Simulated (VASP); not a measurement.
# Hg (Fd-3m) in VASP: relaxation of cell and atoms with PBE

Aim: the relaxation of cell and atoms of Hg with PBE.

Program: VASP 6.6.1. These are calculated values, not measurements. Logs are shortened: lines on timing, memory, paths and dates and some standing lists are left out, and cuts for length are marked.

### Step 1. The cell of the first run

It takes space group Fd-3m (No. 227, cubic). The conventional cell has a = 7.672 Å, b = 7.672 Å, c = 7.672 Å, α = 90.00°, β = 90.00°, γ = 90.00°. Hg (site symmetry -43m) has 4 Hg at 3.32 Å within 4.4 Å.

### Step 2. Relaxation of cell and atoms, PBE

Input file INCAR:

```
SYSTEM = Hg
PREC = Accurate ; ENCUT = 600
EDIFF = 1E-6 ; ISMEAR = -1
SIGMA = 0.05 ; LREAL = .False.
LASPH = .True. ; NELM = 60
ALGO = Normal ; ISIF = 3
LWAVE = .False. ; LCHARG = .False.
GGA = PE ; IBRION = 2
NSW = 45 ; EDIFFG = -0.005
```

Input file KPOINTS:

```
regular mesh
0
Gamma
  11 11 11
  0 0 0
```

Input file POSCAR:

```
Hg
1.0
    0.0000000000      3.8360864888      3.8360864888
    3.8360864888      0.0000000000      3.8360864888
    3.8360864888      3.8360864888      0.0000000000
Hg
2
Direct
   -0.1250000000     -0.1250000000     -0.1250000000
    0.1250000000      0.1250000000      0.1250000000
```

Potentials or basis: VASP PAW PBE potentials, release 64 (Hg).

Command:

```bash
$ cat potpaw_PBE.64/Hg/POTCAR > POTCAR
$ mpirun -np 1 vasp_std > vasp.out
```

OUTCAR:

```text
SYSTEM = Hg
   PREC = Accurate
   ENCUT = 600
   EDIFF = 1E-6
   ISMEAR = -1
   LREAL = .False.
   LASPH = .True.
   NELM = 60
   ISIF = 3
   GGA = PE
   IBRION = 2
   NSW = 45
   EDIFFG = -0.005

 ion  position               nearest neighbor table
   1  0.875  0.875  0.875-   2 3.32   2 3.32   2 3.32   2 3.32
   2  0.125  0.125  0.125-   1 3.32   1 3.32   1 3.32   1 3.32

  LATTYP: Found a face centered cubic cell.
 ALAT       =     7.6721729776

  Lattice vectors:

 A1 = (   0.0000000000,   3.8360864888,   3.8360864888)
 A2 = (   3.8360864888,   0.0000000000,   3.8360864888)
 A3 = (   3.8360864888,   3.8360864888,   0.0000000000)

Analysis of symmetry for initial positions (statically):
=====================================================================
 Subroutine PRICEL returns:
 Original cell was already a primitive cell.

 Routine SETGRP: Setting up the symmetry group for a
 face centered cubic supercell.

 Subroutine GETGRP returns: Found 48 space group operations
 (whereof 12 operations were pure point group operations)
 out of a pool of 48 trial point group operations.

The static configuration has the point symmetry D_3d.
 The point group associated with its full space group is O_h .

Analysis of symmetry for dynamics (positions and initial velocities):
=====================================================================
 Subroutine PRICEL returns:
 Original cell was already a primitive cell.

 Routine SETGRP: Setting up the symmetry group for a
 face centered cubic supercell.

 Subroutine GETGRP returns: Found 48 space group operations
 (whereof 12 operations were pure point group operations)
 out of a pool of 48 trial point group operations.

The dynamic configuration has the point symmetry D_3d.
 The point group associated with its full space group is O_h .

 Subroutine INISYM returns: Found 48 space group operations
 (whereof 12 operations are pure point group operations),
 and found     1 'primitive' translations

----------------------------------------------------------------------------------------

                                     Primitive cell

  volume of cell :     112.9003

  direct lattice vectors                    reciprocal lattice vectors
     0.000000000  3.836086489  3.836086489    -0.130341170  0.130341170  0.130341170
     3.836086489  0.000000000  3.836086489     0.130341170 -0.130341170  0.130341170
     3.836086489  3.836086489  0.000000000     0.130341170  0.130341170 -0.130341170

  length of vectors
     5.425045539  5.425045539  5.425045539     0.225757528  0.225757528  0.225757528

  position of ions in fractional coordinates (direct lattice)
     0.875000000  0.875000000  0.875000000
     0.125000000  0.125000000  0.125000000

  ion indices of the primitive-cell ions
   primitive index   ion index
                 1           1
                 2           2

----------------------------------------------------------------------------------------

 KPOINTS: regular mesh

Automatic generation of k-mesh.
 Grid dimensions read from file:
 generate k-points for:   11   11   11

 Generating k-lattice:

  Cartesian coordinates                     Fractional coordinates (reciprocal lattice)
    -0.011849197  0.011849197  0.011849197     0.090909091  0.000000000  0.000000000
     0.011849197 -0.011849197  0.011849197     0.000000000  0.090909091  0.000000000
     0.011849197  0.011849197 -0.011849197     0.000000000  0.000000000  0.090909091

  Length of vectors
     0.020523412  0.020523412  0.020523412

  Shift w.r.t. Gamma in fractional coordinates (k-lattice)
     0.000000000  0.000000000  0.000000000

 Subroutine IBZKPT returns following result:
 ===========================================

 Found     56 irreducible k-points:

 Following reciprocal coordinates:
            Coordinates               Weight
  0.000000  0.000000  0.000000      1.000000
  0.090909  0.000000  0.000000      8.000000
  0.181818  0.000000  0.000000      8.000000
  0.272727  0.000000  0.000000      8.000000
  0.363636  0.000000  0.000000      8.000000
  0.454545  0.000000  0.000000      8.000000
[... 16 lines left out ...]
 -0.272727  0.181818  0.000000     24.000000
 -0.181818  0.181818  0.000000     12.000000
 [... further k-points ...]
   k-points           NKPTS =     56   k-points in BZ     NKDIM =     56   number of bands    NBANDS=     16
   number of dos      NEDOS =    301   number of ions     NIONS =      2
   total plane-waves  NPLWV = 110592
   dimension x,y,z NGX =    48 NGY =   48 NGZ =   48
   dimension x,y,z NGXF=    96 NGYF=   96 NGZF=   96
   ions per type =               2
   NGX,Y,Z   is equivalent  to a cutoff of  14.71, 14.71, 14.71 a.u.
   NGXF,Y,Z  is equivalent  to a cutoff of  29.42, 29.42, 29.42 a.u.
 SYSTEM =  Hg
   PREC   = accura    normal or accurate (medium, high low for compatibility)
   ISTART =      0    job   : 0-new  1-cont  2-samecut
   ICHARG =      2    charge: 1-file 2-atom 10-const
   ISPIN  =      1    spin polarized calculation?
   LNONCOLLINEAR =      F non collinear calculations
   LSORBIT =      F    spin-orbit coupling
   LASPH  =      T    aspherical Exc in radial PAW
   ENCUT  =  600.0 eV  44.10 Ry    6.64 a.u.  10.84 10.84 10.84*2*pi/ulx,y,z
   NELM   =     60;   NELMIN=  2; NELMDL= -5     # of ELM steps
   EDIFF  = 0.1E-05   stopping-criterion for ELM
   LREAL  =      F    real-space projection
   EDIFFG = -.5E-02   stopping-criterion for IOM
   NSW    =     45    number of steps for IOM
   IBRION =      2    ionic relax: 0-MD 1-quasi-New 2-CG
   NFREE  =      1    steps in history (QN), initial steepest desc. (CG)
   ISIF   =      3    stress and relaxation
   ISYM   =      2    0-nonsym 1-usesym 2-fastsym
   POTIM  = 0.5000    time-step for ionic-motion
   TEBEG  =    0.0;   TEEND  =   0.0 temperature during run
   PSTRESS=    0.0 pullay stress
   NELECT =      24.0000    total number of electrons
   NUPDOWN=      -1.0000    fix difference up-down
   EMIN   =  10.00;   EMAX   =-10.00  energy-range for DOS
   EFERMI =   0.00;   METHOD = LEGACY
   ISMEAR =    -1;   SIGMA  =   0.05  broadening in eV -4-tet -1-fermi 0-gaus
   EFERMI_NEDOS =   21; number of points for ismear=-14 and -15
   IALGO  =     38    algorithm
   IMIX   =      4    mixing-type and parameters
     AMIX     =   0.40;   BMIX     =  1.00
     AMIX_MAG =   1.60;   BMIX_MAG =  1.00
  volume/ion in A,a.u.               =      56.45       380.94
  Fermi-wavevector in a.u.,A,eV,Ry     =   0.977043  1.846343 12.988289  0.954612
  Thomas-Fermi vector in A             =   2.107709
   LORBIT       =      0    0 simple, 1 ext, 2 COOP (PROOUT), +10 PAW based schemes
   GGA     = PE    functional components
   LHFCALC =     F    Hartree Fock is set to
   AEXX    =    0.0000 exact exchange contribution
   IVDW    =     0    specifies the selected vdW correction
   LEPSILON=     F    determine dielectric tensor
   LRPA    =     F    only Hartree local field effects (RPA)
 conjugate gradient relaxation of ions
 non-spin polarized calculation
  energy-cutoff  :      600.00
  volume of cell :      112.90
 maximum number of plane-waves:      3788
 NGX is ok and might be reduce to    48
   NGX = 21   NGY = 21   NGZ = 21

--------------------------------------- Ionic step        1  -------------------------------------------

 number of electron      24.0000002 magnetization

 Free energy of the ion-electron system (eV)
  ---------------------------------------------------
  ext. energy  EPLUGINS =         0.00000000
  ---------------------------------------------------
  free energy    TOTEN  =        -0.21600219 eV

  energy without entropy =       -0.21592384  energy(sigma->0) =       -0.21596301

------------------------ aborting loop because EDIFF is reached ----------------------------------------

  FORCE on cell =-STRESS in cart. coord.  units (eV):
  Direction    XX          YY          ZZ          XY          YZ          ZX
  --------------------------------------------------------------------------------------
  -------------------------------------------------------------------------------------
  Total        0.0133677      0.0133677      0.0133677      0.0000000     -0.0000000     -0.0000000
  in kB        0.1897024      0.1897024      0.1897024      0.0000000     -0.0000000     -0.0000000
  external PRESSURE =       0.1897024 kB  Pullay stress =       0.0000000 kB
[... 57 lines left out ...]
  energy  without entropy=       -0.2159393430  energy(sigma->0) =       -0.21597663

--------------------------------------- Ionic step        3  -------------------------------------------

 number of electron      24.0000003 magnetization

 Free energy of the ion-electron system (eV)
  ---------------------------------------------------
  ext. energy  EPLUGINS =         0.00000000
  ---------------------------------------------------
  free energy    TOTEN  =        -0.21603991 eV

  energy without entropy =       -0.21597572  energy(sigma->0) =       -0.21600782

 E-fermi :  -0.6302     XC(G=0):  -6.3343

 val. band max:       -0.7746021151   @ k =   0.0000   0.0000   0.0000
 cond. band min:      -0.2781055737   @ k =  -0.3636   0.3636   0.0000
 fundamental gap:      0.4964965414
 Fermi energy:        -0.6301936047

 k-point     1 :       0.0000    0.0000    0.0000
  band No.  band energies     occupation
      1      -7.6003      2.00000
      2      -7.6003      2.00000
      3      -7.6003      2.00000
      4      -7.5647      2.00000
      5      -7.5647      2.00000
      6      -7.1130      2.00000
[... 8 lines left out ...]
     15       2.6827      0.00000
     16       3.9772      0.00000
[... 420 lines left out ...]
  band No.  band energies     occupation
      1      -7.6661      2.00000
      2      -7.6468      2.00000
      3      -7.5881      2.00000
      4      -7.5018      2.00000
      5      -7.4438      2.00000
      6      -7.2640      2.00000
[... 8 lines left out ...]
     15       2.5985      0.00000
     16       4.4706      0.00000

 [... further k-points ...]

------------------------ aborting loop because EDIFF is reached ----------------------------------------

  FORCE on cell =-STRESS in cart. coord.  units (eV):
  Direction    XX          YY          ZZ          XY          YZ          ZX
  --------------------------------------------------------------------------------------
  -------------------------------------------------------------------------------------
  Total        0.0098456      0.0098456      0.0098456     -0.0000000     -0.0000000     -0.0000000
  in kB        0.1391800      0.1391800      0.1391800     -0.0000000     -0.0000000     -0.0000000
  external PRESSURE =       0.1391800 kB  Pullay stress =       0.0000000 kB
[... 17 lines left out ...]
  FREE ENERGIE OF THE ION-ELECTRON SYSTEM (eV)
  ---------------------------------------------------
  free  energy   TOTEN  =        -0.2160399067 eV

  energy  without entropy=       -0.2159757235  energy(sigma->0) =       -0.21600782

 reached required accuracy - stopping structural energy minimisation
```

It took 5.5 min on 1 thread of Intel Xeon 8259CL, shared host; peak memory 0.38 GiB.

What came out:

```yaml
Free_energy: -0.2160 eV
Relaxed_volume: 56.67 Å³/atom
Relaxed_cell: a = 5.432 Å, b = 5.432 Å, c = 5.432 Å, α = 60.00°, β = 60.00°, γ = 60.00°
Space_group_after_relaxing_to_0.1_Å: Fd-3m (No. 227)
Energy_gained_by_relaxing: 0.0 meV/atom
Ionic_steps: 3
Pressure_after_relaxing: 0.0 GPa
Band_gap_on_the_k_mesh: 0.50 eV (least direct gap 2.93 eV)
```

Final structure:
```xyz
2
Lattice="0.0000 3.8410 3.8410 3.8410 0.0000 3.8410 3.8410 3.8410 0.0000" Properties=species:S:1:pos:R:3 pbc="T T T"
Hg    6.7218    6.7218    6.7218
Hg    0.9603    0.9603    0.9603
```

Caveat: spin-orbit coupling is left out, which moves the levels of the heavy elements; an odd mesh through Γ misses points on the zone boundary, where band edges can lie.
